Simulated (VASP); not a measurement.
A run of VASP 6.6.1:

File INCAR:

```
SYSTEM = ScAl5
  PREC = Accurate
  ENCUT = 520
  EDIFF = 1E-6
  ISMEAR = 0
  SIGMA = 0.1
  LREAL = .FALSE.
  LASPH = .TRUE.
  NELM = 150
  ALGO = Normal
  ISIF = 2
  LWAVE = .FALSE.
  LCHARG = .TRUE.
  ISPIN = 2
  MAGMOM = 0.36 0 0 0 0 0
  LORBIT = 11
  LMAXMIX = 4
  GGA = PE
  LELF = .TRUE.
  LVHAR = .TRUE.
  NBANDS = 26
```

The input KPOINTS:

```
regular mesh
0
G
  14 14 4
  0 0 0
```

POSCAR

```
ScAl5
1.0
    2.9383177113      0.0000000000      0.0000000000
    0.0000000000      2.9383177113      0.0000000000
    0.0000000000      0.0000000000     12.1795962669
Sc Al
1 5
Direct
    0.0000000000      0.0000000000      0.5000000000
    0.0000000000      0.0000000000      0.8375431652
    0.5000000000      0.5000000000      0.0000000000
    0.0000000000      0.0000000000      0.1624568348
    0.5000000000      0.5000000000      0.3223035019
    0.5000000000      0.5000000000      0.6776964981
```

Potentials or basis: VASP PAW PBE potentials, release 64 (Sc_sv, Al).

The run is started by

```bash
$ cat potpaw_PBE.64/Sc_sv/POTCAR potpaw_PBE.64/Al/POTCAR > POTCAR
$ mpirun -np 1 vasp_std > vasp.out
```

Hardware: 1 thread of Intel Xeon 8259CL (shared host).

Problem. Estimate the wall time of this run.

Solution. It took 16 min on 1 thread of Intel Xeon 8259CL, with other jobs on the host, peak memory 0.57 GiB. Counts: scf iterations 17, k points 108.
